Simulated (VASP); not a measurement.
Here is a VASP 6.6.1 calculation.

The input INCAR:

```
PREC = Accurate
ENCUT = 520
EDIFF = 1E-6
ISMEAR = -1
SIGMA = 0.1
LREAL = False
LASPH = True
NELM = 150
ALGO = Normal
ISIF = 2
LWAVE = False
LCHARG = False
ISPIN = 2
MAGMOM = 0 0
LORBIT = 11
NUPDOWN = 0.0
LMAXMIX = 4
GGA = B5
ALDAX = 1.0
AGGAX = 1.0
AGGAC = 1.0
ALDAC = 0.0
IVDW = 12
VDW_S6 = 1.0
VDW_S8 = 2.6996
VDW_A1 = 0.4298
VDW_A2 = 4.2359
NBANDS = 20
```

KPOINTS

```
regular mesh
0
Gamma
  9 9 9
```

The input POSCAR:

```
MnS
1.0
    3.4980055100      0.0000000000      0.0000000000
    1.7490027550      3.0293616342      0.0000000000
    1.7490027550      1.0097872114      2.8561095390
Mn S
1 1
Direct
    0.9826130241      0.0029535035      0.0195928049
    0.7326129759      0.7529524965      0.7695941951
```

Potentials or basis: VASP PAW PBE potentials, release 64 (Mn_pv, S).

Launch:

```bash
$ cat potpaw_PBE.64/Mn_pv/POTCAR potpaw_PBE.64/S/POTCAR > POTCAR
$ mpirun -np 1 vasp_std > vasp.out
```

(1) What does it give for the pressure?

(2) Estimate the dispersion energy per atom.

## Answers

(1) -1.3 GPa.

(2) -1.079 eV.

Caveat: the cell differs from its parent crystal (atoms moved at random); the PAW data sets were made with another functional, which shifts forces and pressure a little; the total moment is fixed, so each spin has its own Fermi level.
